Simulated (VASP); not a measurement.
MnO: single point with LDA

Crystal: MnO.

```
Mn O
1.0
     0.00000    2.23864    2.23864
     2.23864    0.00000    2.23864
     2.23864    2.23864    0.00000
Mn O
1 1
Direct
  0.00000 0.00000 0.00000
  0.50000 0.50000 0.50000
```

```json
{
  "Program": "VASP 6.6.1",
  "Task": "single point",
  "Functional": "LDA",
  "Potentials or basis": "VASP PAW LDA potentials, release 64 (Mn_pv, O)",
  "Cutoff": "520 eV",
  "k mesh": "10 × 10 × 10",
  "Occupations": "fermi-dirac, width 0.05 eV",
  "Spin": "collinear spin, ferromagnetic start",
  "Starting moments": "[4.0, 0.0] μB",
  "Dipole correction": "no",
  "Further INCAR settings": "ALGO = Normal; EDIFF = 1e-06; NBANDS = 20"
}
```

```yaml
Pressure: -18.9 GPa
Net_moment: 4.59 μB per cell
Site_moments: Mn +4.17; O +0.19 μB
Valence_electrons_inside_the_program's_atomic_spheres: Mn 11.36; O 4.92
```

Levels at points of the mesh, in eV from the Fermi level:
Spin up:
| k point | band 8 | band 9 | band 10 | band 11 | band 12 | band 13 | band 14 | band 15 | band 16 | band 17 |
| --- | --- | --- | --- | --- | --- | --- | --- | --- | --- | --- |
| (0.00, 0.00, 0.00) | -2.95 | -2.95 | -2.95 | -2.47 | -2.47 | -0.45 | 13.96 | 16.14 | 16.14 | 16.14 |
| (0.50, 0.00, 0.00) | -2.07 | -2.07 | -1.68 | 0.30 | 0.30 | 3.49 | 7.56 | 11.68 | 11.68 | 18.26 |
| (0.50, 0.50, 0.00) | -3.94 | -2.05 | -1.80 | -1.80 | -1.71 | 4.91 | 7.69 | 10.37 | 13.38 | 13.38 |
Spin down:
| k point | band 5 | band 6 | band 7 | band 8 | band 9 | band 10 |
| --- | --- | --- | --- | --- | --- | --- |
| (0.00, 0.00, 0.00) | -3.29 | -3.29 | -3.29 | 0.42 | 0.42 | 0.42 |
| (0.50, 0.00, 0.00) | -7.29 | -4.79 | -4.79 | 1.59 | 1.60 | 1.60 |
| (0.50, 0.50, 0.00) | -6.30 | -4.25 | -4.25 | -1.07 | 1.62 | 1.82 |

Run time: 12 s on 1 thread of Intel(R) Xeon(R) 6975P-C (Granite Rapids) (shared host), peak memory 0.15 GiB.

Caveat: a cell with one magnetic atom can't hold antiferromagnetic order, which such compounds often take; semilocal functionals often make such compounds metallic where correlation or magnetic order opens a gap, which also shifts bond lengths. With open d or f shells a metallic result of LDA can be an artefact of self-interaction; +U or a hybrid may open a gap.
